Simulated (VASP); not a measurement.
# SnO2 (Pnnm) in VASP: notebook

The runs below take SnO2 through single point, with LDA.

Program: VASP 6.6.1. These are calculated values, not measurements. Logs are shortened: lines on timing, memory, paths and dates and some standing lists are left out, and cuts for length are marked.

## Step 1: The cell of the first run

The typed cell holds 6 atoms: a = 4.722 Å, b = 4.723 Å, c = 3.190 Å, α = 90.00°, β = 90.00°, γ = 90.00°.

## Step 2: Single point, LDA

Input file INCAR:

```
ALGO = Normal
EDIFF = 1E-6
ENCUT = 520
ISIF = 2
ISMEAR = 0
LASPH = True
LCHARG = True
LELF = True
LREAL = False
LVHAR = True
LWAVE = False
NBANDS = 35
NELM = 80
PREC = Accurate
SIGMA = 0.02
```

Input file KPOINTS:

```
k-points
0
Gamma
  6 6 8
```

Input file POSCAR:

```
SnO2
1.0
    4.7222897775      0.0000000000      0.0000000000
    0.0000000000      4.7228698889      0.0000000000
    0.0000000000      0.0000000000      3.1904047622
Sn O
2 4
Direct
    0.5000000000      0.5000000000      0.5000000000
    0.0000000000      0.0000000000      0.0000000000
    0.3059833077      0.3061758397      0.0000000000
    0.8059833077      0.1938241603      0.5000000000
    0.1940166923      0.8061758397      0.5000000000
    0.6940166923      0.6938241603      0.0000000000
```

Potentials or basis: VASP PAW LDA potentials, release 64 (Sn_d, O).

Launch:

```sh
cat potpaw_LDA.64/Sn_d/POTCAR potpaw_LDA.64/O/POTCAR > POTCAR
mpirun -np 1 vasp_std > vasp.out
```

OUTCAR:

```text
EDIFF = 1E-6
   ENCUT = 520
   ISIF = 2
   ISMEAR = 0
   LASPH = True
   LREAL = False
   NELM = 80
   PREC = Accurate

 ion  position               nearest neighbor table
   1  0.500  0.500  0.500-   5 2.04   4 2.04   6 2.05   6 2.05   3 2.05   3 2.05   2 3.70   2 3.70
                             2 3.70   2 3.70   2 3.70   2 3.70   2 3.70   2 3.70
   2  0.000  0.000  0.000-   3 2.04   6 2.04   4 2.05   4 2.05   5 2.05   5 2.05   1 3.70   1 3.70
                             1 3.70   1 3.70   1 3.70   1 3.70   1 3.70   1 3.70
   3  0.306  0.306  0.000-   2 2.04   1 2.05   1 2.05
   4  0.806  0.194  0.500-   1 2.04   2 2.05   2 2.05
   5  0.194  0.806  0.500-   1 2.04   2 2.05   2 2.05
   6  0.694  0.694  0.000-   2 2.04   1 2.05   1 2.05

  LATTYP: Found a simple orthorhombic cell.
 ALAT       =     3.1904047622
 B/A-ratio  =     1.4801538142
 C/A-ratio  =     1.4803356442

  Lattice vectors:

 A1 = (   0.0000000000,   0.0000000000,   3.1904047622)
 A2 = (   4.7222897775,   0.0000000000,   0.0000000000)
 A3 = (   0.0000000000,   4.7228698889,   0.0000000000)

Analysis of symmetry for initial positions (statically):
=====================================================================
 Subroutine PRICEL returns:
 Original cell was already a primitive cell.

 Routine SETGRP: Setting up the symmetry group for a
 simple orthorhombic supercell.

 Subroutine GETGRP returns: Found  8 space group operations
 (whereof  4 operations were pure point group operations)
 out of a pool of  8 trial point group operations.

The static configuration has the point symmetry C_2h.
 The point group associated with its full space group is D_2h.

Analysis of symmetry for dynamics (positions and initial velocities):
=====================================================================
 Subroutine PRICEL returns:
 Original cell was already a primitive cell.

 Routine SETGRP: Setting up the symmetry group for a
 simple orthorhombic supercell.

 Subroutine GETGRP returns: Found  8 space group operations
 (whereof  4 operations were pure point group operations)
 out of a pool of  8 trial point group operations.

The dynamic configuration has the point symmetry C_2h.
 The point group associated with its full space group is D_2h.

 Subroutine INISYM returns: Found  8 space group operations
 (whereof  4 operations are pure point group operations),
 and found     1 'primitive' translations

----------------------------------------------------------------------------------------

                                     Primitive cell

  volume of cell :      71.1548

  direct lattice vectors                    reciprocal lattice vectors
     4.722289778  0.000000000  0.000000000     0.211761676  0.000000000  0.000000000
     0.000000000  4.722869889  0.000000000     0.000000000  0.211735666  0.000000000
     0.000000000  0.000000000  3.190404762     0.000000000  0.000000000  0.313439853

  length of vectors
     4.722289778  4.722869889  3.190404762     0.211761676  0.211735666  0.313439853

  position of ions in fractional coordinates (direct lattice)
     0.500000000  0.500000000  0.500000000
     0.000000000  0.000000000  0.000000000
     0.305983308  0.306175840  0.000000000
     0.805983308  0.193824160  0.500000000
     0.194016692  0.806175840  0.500000000
     0.694016692  0.693824160  0.000000000

  ion indices of the primitive-cell ions
   primitive index   ion index
                 1           1
                 2           2
                 3           3
                 4           4
                 5           5
                 6           6

----------------------------------------------------------------------------------------

 KPOINTS: k-points

Automatic generation of k-mesh.
 Grid dimensions read from file:
 generate k-points for:    6    6    8

 Generating k-lattice:

  Cartesian coordinates                     Fractional coordinates (reciprocal lattice)
     0.035293613  0.000000000  0.000000000     0.166666667  0.000000000  0.000000000
     0.000000000  0.035289278  0.000000000     0.000000000  0.166666667  0.000000000
     0.000000000  0.000000000  0.039179982     0.000000000  0.000000000  0.125000000

  Length of vectors
     0.035293613  0.035289278  0.039179982

  Shift w.r.t. Gamma in fractional coordinates (k-lattice)
     0.000000000  0.000000000  0.000000000

 Subroutine IBZKPT returns following result:
 ===========================================

 Found     80 irreducible k-points:

 Following reciprocal coordinates:
            Coordinates               Weight
  0.000000  0.000000  0.000000      1.000000
  0.166667  0.000000  0.000000      2.000000
  0.333333  0.000000  0.000000      2.000000
  0.500000  0.000000  0.000000      1.000000
  0.000000  0.166667  0.000000      2.000000
  0.166667  0.166667  0.000000      4.000000
[... 16 lines left out ...]
  0.333333  0.166667  0.125000      8.000000
  0.500000  0.166667  0.125000      4.000000
 [... further k-points ...]
   k-points           NKPTS =     80   k-points in BZ     NKDIM =     80   number of bands    NBANDS=     35
   number of dos      NEDOS =    301   number of ions     NIONS =      6
   total plane-waves  NPLWV =  31104
   dimension x,y,z NGX =    36 NGY =   36 NGZ =   24
   dimension x,y,z NGXF=    72 NGYF=   72 NGZF=   48
   ions per type =               2   4
   NGX,Y,Z   is equivalent  to a cutoff of  12.67, 12.67, 12.51 a.u.
   NGXF,Y,Z  is equivalent  to a cutoff of  25.35, 25.34, 25.01 a.u.
 SYSTEM =  unknown system
   PREC   = accura    normal or accurate (medium, high low for compatibility)
   ISTART =      0    job   : 0-new  1-cont  2-samecut
   ICHARG =      2    charge: 1-file 2-atom 10-const
   ISPIN  =      1    spin polarized calculation?
   LNONCOLLINEAR =      F non collinear calculations
   LSORBIT =      F    spin-orbit coupling
   LASPH  =      T    aspherical Exc in radial PAW
   ENCUT  =  520.0 eV  38.22 Ry    6.18 a.u.   8.78  8.78  5.93*2*pi/ulx,y,z
   NELM   =     80;   NELMIN=  2; NELMDL= -5     # of ELM steps
   EDIFF  = 0.1E-05   stopping-criterion for ELM
   LREAL  =      F    real-space projection
   EDIFFG = 0.1E-04   stopping-criterion for IOM
   NSW    =      0    number of steps for IOM
   IBRION =     -1    ionic relax: 0-MD 1-quasi-New 2-CG
   NFREE  =      0    steps in history (QN), initial steepest desc. (CG)
   ISIF   =      2    stress and relaxation
   ISYM   =      2    0-nonsym 1-usesym 2-fastsym
   POTIM  = 0.5000    time-step for ionic-motion
   TEBEG  =    0.0;   TEEND  =   0.0 temperature during run
   PSTRESS=    0.0 pullay stress
   NELECT =      52.0000    total number of electrons
   NUPDOWN=      -1.0000    fix difference up-down
   EMIN   =  10.00;   EMAX   =-10.00  energy-range for DOS
   EFERMI =   0.00;   METHOD = LEGACY
   ISMEAR =     0;   SIGMA  =   0.02  broadening in eV -4-tet -1-fermi 0-gaus
   EFERMI_NEDOS =   21; number of points for ismear=-14 and -15
   IALGO  =     38    algorithm
   IMIX   =      4    mixing-type and parameters
     AMIX     =   0.40;   BMIX     =  1.00
     AMIX_MAG =   1.60;   BMIX_MAG =  1.00
  volume/ion in A,a.u.               =      11.86        80.03
  Fermi-wavevector in a.u.,A,eV,Ry     =   1.474601  2.786592 29.585156  2.174448
  Thomas-Fermi vector in A             =   2.589352
   LORBIT       =      0    0 simple, 1 ext, 2 COOP (PROOUT), +10 PAW based schemes
   GGA     = CA    functional components
   LHFCALC =     F    Hartree Fock is set to
   AEXX    =    0.0000 exact exchange contribution
   IVDW    =     0    specifies the selected vdW correction
   LEPSILON=     F    determine dielectric tensor
   LRPA    =     F    only Hartree local field effects (RPA)
 non-spin polarized calculation
 Gauss-broadening in eV      SIGMA  =   0.02
  energy-cutoff  :      520.00
  volume of cell :       71.15
 maximum number of plane-waves:      1944
 NGX is ok and might be reduce to    36
   NGX = 17   NGY = 17   NGZ = 11

 number of electron      51.9999988 magnetization

 Free energy of the ion-electron system (eV)
  ---------------------------------------------------
  ext. energy  EPLUGINS =         0.00000000
  ---------------------------------------------------
  free energy    TOTEN  =       -42.27992323 eV

  energy without entropy =      -42.27992323  energy(sigma->0) =      -42.27992323

 E-fermi :   6.0160     XC(G=0): -11.8305

 val. band max:        5.9333465842   @ k =   0.0000   0.0000   0.0000
 cond. band min:       7.1286837397   @ k =   0.0000   0.0000   0.0000
 fundamental gap:      1.1953371555
 Fermi energy:         6.0160368059

 k-point     1 :       0.0000    0.0000    0.0000
  band No.  band energies     occupation
      1     -15.0844      2.00000
      2     -14.3045      2.00000
      3     -14.0298      2.00000
      4     -14.0107      2.00000
      5     -14.0107      2.00000
      6     -13.9328      2.00000
[... 27 lines left out ...]
     34      17.9029      0.00000
     35      18.3144      0.00000

 k-point     2 :       0.1667    0.0000    0.0000
  band No.  band energies     occupation
      1     -15.0414      2.00000
      2     -14.3534      2.00000
      3     -14.0294      2.00000
      4     -14.0087      2.00000
      5     -14.0086      2.00000
      6     -13.9681      2.00000
[... 27 lines left out ...]
     34      17.8881      0.00000
     35      18.2699      0.00000

 k-point     3 :       0.3333    0.0000    0.0000
  band No.  band energies     occupation
      1     -14.9170      2.00000
      2     -14.5124      2.00000
      3     -14.0282      2.00000
      4     -14.0106      2.00000
      5     -14.0045      2.00000
      6     -14.0043      2.00000
[... 27 lines left out ...]
     34      17.9476      0.00000
     35      18.2107      0.00000

 k-point     4 :       0.5000    0.0000    0.0000
  band No.  band energies     occupation
      1     -14.7269      2.00000
      2     -14.7269      2.00000
      3     -14.0247      2.00000
      4     -14.0247      2.00000
      5     -14.0022      2.00000
      6     -14.0022      2.00000
[... 27 lines left out ...]
     34      18.1173      0.00000
     35      18.2724      0.00000

 k-point     5 :       0.0000    0.1667    0.0000
  band No.  band energies     occupation
      1     -15.0414      2.00000
      2     -14.3534      2.00000
      3     -14.0294      2.00000
      4     -14.0087      2.00000
      5     -14.0086      2.00000
      6     -13.9681      2.00000
[... 638 lines left out ...]
 k-point    22 :       0.1667    0.1667    0.1250
  band No.  band energies     occupation
      1     -14.9409      2.00000
      2     -14.3719      2.00000
      3     -14.1595      2.00000
      4     -14.1492      2.00000
      5     -13.9929      2.00000
      6     -13.9326      2.00000
[... 27 lines left out ...]
     34      17.8826      0.00000
     35      18.1607      0.00000

 k-point    23 :       0.3333    0.1667    0.1250
  band No.  band energies     occupation
      1     -14.8499      2.00000
      2     -14.5301      2.00000
      3     -14.1596      2.00000
      4     -14.1524      2.00000
      5     -13.9817      2.00000
      6     -13.9407      2.00000
[... 27 lines left out ...]
     34      17.9537      0.00000
     35      18.1169      0.00000

 k-point    24 :       0.5000    0.1667    0.1250
  band No.  band energies     occupation
      1     -14.7054      2.00000
      2     -14.7054      2.00000
      3     -14.1569      2.00000
      4     -14.1569      2.00000
      5     -13.9614      2.00000
      6     -13.9614      2.00000
[... 27 lines left out ...]
     34      18.0369      0.00000
     35      18.2265      0.00000

 [... further k-points ...]
[... 5 lines left out ...]
  --------------------------------------------------------------------------------------
  -------------------------------------------------------------------------------------
  Total        0.4035128      0.4024628      0.6116460     -0.0000000      0.0000000      0.0000000
  in kB        9.0858075      9.0621649     13.7722963     -0.0000000      0.0000000      0.0000000
  external PRESSURE =      10.6400896 kB  Pullay stress =       0.0000000 kB

 VOLUME and BASIS-vectors are now :
 -----------------------------------------------------------------------------
  energy-cutoff  :      520.00
  volume of cell :       71.15
      direct lattice vectors                 reciprocal lattice vectors
     4.722289778  0.000000000  0.000000000     0.211761676  0.000000000  0.000000000
     0.000000000  4.722869889  0.000000000     0.000000000  0.211735666  0.000000000
     0.000000000  0.000000000  3.190404762     0.000000000  0.000000000  0.313439853

 POSITION                                       TOTAL-FORCE (eV/Angst)
 -----------------------------------------------------------------------------------
      2.36114      2.36143      1.59520        -0.000000      0.000000      0.000000
      0.00000      0.00000      0.00000        -0.000000      0.000000      0.000000
      1.44494      1.44603      0.00000        -0.015812     -0.016192      0.000000
      3.80609      0.91541      1.59520        -0.015812      0.016192      0.000000
      0.91620      3.80746      1.59520         0.015812     -0.016192     -0.000000
      3.27735      3.27684      0.00000         0.015812      0.016192     -0.000000
 -----------------------------------------------------------------------------------
    total drift:                                0.000000     -0.000000      0.000000

  FREE ENERGIE OF THE ION-ELECTRON SYSTEM (eV)
  ---------------------------------------------------
  free  energy   TOTEN  =       -42.2799232287 eV

  energy  without entropy=      -42.2799232287  energy(sigma->0) =      -42.27992323
```

It took 2.3 min on 1 thread of Intel Xeon Platinum 8259CL at 2.50GHz (Skylake/Cascade Lake), shared host; peak memory 0.26 GiB.

Results:

| Item | Value |
| --- | --- |
| Free energy | -42.2799 eV |
| Pressure | 1.1 GPa |
| Largest force | 0.023 eV/Å |
| Band gap on the k mesh | 1.20 eV, direct |

Forces in eV/Å, atoms in the order of the input:
```
Sn   0.000  0.000  0.000
Sn   0.000  0.000  0.000
O   -0.016 -0.016  0.000
O   -0.016  0.016  0.000
O    0.016 -0.016  0.000
O    0.016  0.016  0.000
```

Levels at points of the mesh, in eV from the valence-band top:
```csv
k point,band 23,band 24,band 25,band 26,band 27,band 28,band 29,band 30
"(0.00, 0.00, 0.00)",-1.28,-0.81,-0.81,0.00,1.20,5.96,6.08,6.08
"(0.50, 0.00, 0.00)",-1.24,-1.24,-0.65,-0.65,4.35,4.35,6.83,6.83
"(0.00, 0.50, 0.00)",-1.24,-1.24,-0.65,-0.65,4.36,4.36,6.83,6.83
"(0.50, 0.50, 0.00)",-1.36,-1.36,-0.92,-0.92,4.74,4.74,7.32,7.32
"(0.00, 0.00, 0.50)",-1.73,-1.73,-1.29,-1.29,6.07,6.07,9.54,9.54
"(0.50, 0.00, 0.50)",-1.14,-1.14,-0.72,-0.72,6.36,6.36,7.90,7.90
"(0.00, 0.50, 0.50)",-1.14,-1.14,-0.72,-0.72,6.36,6.36,7.90,7.90
"(0.50, 0.50, 0.50)",-0.99,-0.99,-0.85,-0.85,4.73,4.73,8.64,8.64
```

Caveat: spin-orbit coupling is left out, which moves the levels of the heavy elements.

## Step 3: Single point, LDA

Input file INCAR:

```
SYSTEM = SnO2
ALGO = Normal
EDIFF = 1E-7
ENCUT = 520
GGA = CA
ISIF = 2
ISMEAR = 0
LASPH = .TRUE.
LCHARG = .TRUE.
LELF = .TRUE.
LREAL = .FALSE.
LVHAR = .TRUE.
LWAVE = .FALSE.
NBANDS = 35
NELM = 80
PREC = Accurate
SIGMA = 0.05
```

Input file KPOINTS:

```
k-points
0
G
  6 6 8
  0 0 0
```

POSCAR is that of step 2.

Potentials or basis: VASP PAW LDA potentials, release 64 (Sn_d, O).

Launch:

```sh
cat potpaw_LDA.64/Sn_d/POTCAR potpaw_LDA.64/O/POTCAR > POTCAR
mpirun -np 1 vasp_std > vasp.out
```

It took 2.1 min on 1 thread of Intel Xeon Platinum 8259CL at 2.50GHz (Skylake/Cascade Lake), shared host; peak memory 0.26 GiB.

It converged, with:

```
Free energy            : -42.2799 eV
Pressure               : 1.1 GPa
Largest force          : 0.023 eV/Å
Band gap on the k mesh : 1.20 eV, direct
```

Forces in eV/Å, atoms in the order of the input:
```
Sn   0.000  0.000  0.000
Sn   0.000  0.000  0.000
O   -0.016 -0.016  0.000
O   -0.016  0.016  0.000
O    0.016 -0.016  0.000
O    0.016  0.016  0.000
```

Stress tensor (GPa, compression positive):
```
0.90 0.00 0.00
0.00 0.90 0.00
0.00 0.00 1.37
```

Levels at points of the mesh, in eV from the valence-band top:
| k point | band 23 | band 24 | band 25 | band 26 | band 27 | band 28 | band 29 | band 30 |
| --- | --- | --- | --- | --- | --- | --- | --- | --- |
| (0.00, 0.00, 0.00) | -1.28 | -0.81 | -0.81 | 0.00 | 1.20 | 5.96 | 6.08 | 6.08 |
| (0.50, 0.00, 0.00) | -1.24 | -1.24 | -0.65 | -0.65 | 4.35 | 4.35 | 6.83 | 6.83 |
| (0.00, 0.50, 0.00) | -1.24 | -1.24 | -0.65 | -0.65 | 4.36 | 4.36 | 6.83 | 6.83 |
| (0.50, 0.50, 0.00) | -1.36 | -1.36 | -0.92 | -0.92 | 4.74 | 4.74 | 7.32 | 7.32 |
| (0.00, 0.00, 0.50) | -1.73 | -1.73 | -1.29 | -1.29 | 6.07 | 6.07 | 9.54 | 9.54 |
| (0.50, 0.00, 0.50) | -1.14 | -1.14 | -0.72 | -0.72 | 6.36 | 6.36 | 7.90 | 7.90 |
| (0.00, 0.50, 0.50) | -1.14 | -1.14 | -0.72 | -0.72 | 6.36 | 6.36 | 7.90 | 7.90 |
| (0.50, 0.50, 0.50) | -0.99 | -0.99 | -0.85 | -0.85 | 4.73 | 4.73 | 8.64 | 8.64 |

Caveat: spin-orbit coupling is left out, which moves the levels of the heavy elements. A hybrid or GW would open this gap; LDA tends to underestimate it.

## Step 4: Single point, LDA

Input file INCAR:

```
SYSTEM = SnO2
PREC = Accurate
ENCUT = 520
EDIFF = 1E-6
ISMEAR = 0
SIGMA = 0.05
LREAL = .False.
LASPH = .True.
NELM = 60
ALGO = Normal
ISIF = 2
LWAVE = .False.
LCHARG = .False.
NBANDS = 35
```

Input file KPOINTS:

```
Automatic mesh
0
Gamma
  6 6 10
  0 0 0
```

POSCAR is that of step 3.

Launch:

```sh
cat potpaw_LDA.64/Sn_d/POTCAR potpaw_LDA.64/O/POTCAR > POTCAR
mpirun -np 1 vasp_std > vasp.out
```

It took 2.6 min on 1 thread of Intel Xeon Platinum 8259CL at 2.50GHz (Skylake/Cascade Lake), shared host; peak memory 0.28 GiB.

It converged, with:

- Free energy: -42.2799 eV
- Pressure: 1.1 GPa
- Largest force: 0.023 eV/Å
- Band gap on the k mesh: 1.20 eV, direct

Forces in eV/Å, atoms in the order of the input:
```
Sn   0.000  0.000  0.000
Sn   0.000  0.000  0.000
O   -0.016 -0.016  0.000
O   -0.016  0.016  0.000
O    0.016 -0.016  0.000
O    0.016  0.016  0.000
```

Stress tensor (GPa, compression positive):
```
0.91 0.00 0.00
0.00 0.91 0.00
0.00 0.00 1.38
```

Levels at points of the mesh, in eV from the valence-band top:
| k point | band 23 | band 24 | band 25 | band 26 | band 27 | band 28 | band 29 | band 30 |
| --- | --- | --- | --- | --- | --- | --- | --- | --- |
| (0.00, 0.00, 0.00) | -1.28 | -0.81 | -0.81 | 0.00 | 1.20 | 5.96 | 6.08 | 6.08 |
| (0.50, 0.00, 0.00) | -1.24 | -1.24 | -0.65 | -0.65 | 4.35 | 4.35 | 6.83 | 6.83 |
| (0.00, 0.50, 0.00) | -1.24 | -1.24 | -0.65 | -0.65 | 4.36 | 4.36 | 6.83 | 6.83 |
| (0.50, 0.50, 0.00) | -1.36 | -1.36 | -0.92 | -0.92 | 4.74 | 4.74 | 7.32 | 7.32 |
| (0.00, 0.00, 0.50) | -1.73 | -1.73 | -1.29 | -1.29 | 6.07 | 6.07 | 9.54 | 9.54 |
| (0.50, 0.00, 0.50) | -1.14 | -1.14 | -0.72 | -0.72 | 6.36 | 6.36 | 7.90 | 7.90 |
| (0.00, 0.50, 0.50) | -1.14 | -1.14 | -0.72 | -0.72 | 6.36 | 6.36 | 7.90 | 7.90 |
| (0.50, 0.50, 0.50) | -0.99 | -0.99 | -0.85 | -0.85 | 4.73 | 4.73 | 8.64 | 8.64 |

Caveat: spin-orbit coupling is left out, which moves the levels of the heavy elements.

## Step 5: Summary

| k mesh | smearing | gap on the mesh (eV) | pressure (GPa) | largest force (eV/Å) |
| --- | --- | --- | --- | --- |
| 6 × 6 × 8 | gaussian 0.02 eV | 1.20 | 1.1 | 0.02 |
| 6 × 6 × 8 | gaussian 0.05 eV | 1.20 | 1.1 | 0.02 |
| 6 × 6 × 10 | gaussian 0.05 eV | 1.20 | 1.1 | 0.02 |

Alike in all rows: task single point; level LDA; potentials or basis VASP PAW LDA potentials, release 64 (Sn_d, O); no spin polarisation; cell as given; cutoff (eV) 520.

On the cell as given the gap runs from 1.20 eV (LDA) to 1.20 eV (LDA); the meshes differ, which moves gaps too.

Caveats: spin-orbit coupling is left out, which moves the levels of the heavy elements.

Total energies depend on the potentials used, so only differences within one code and one set of settings carry meaning.
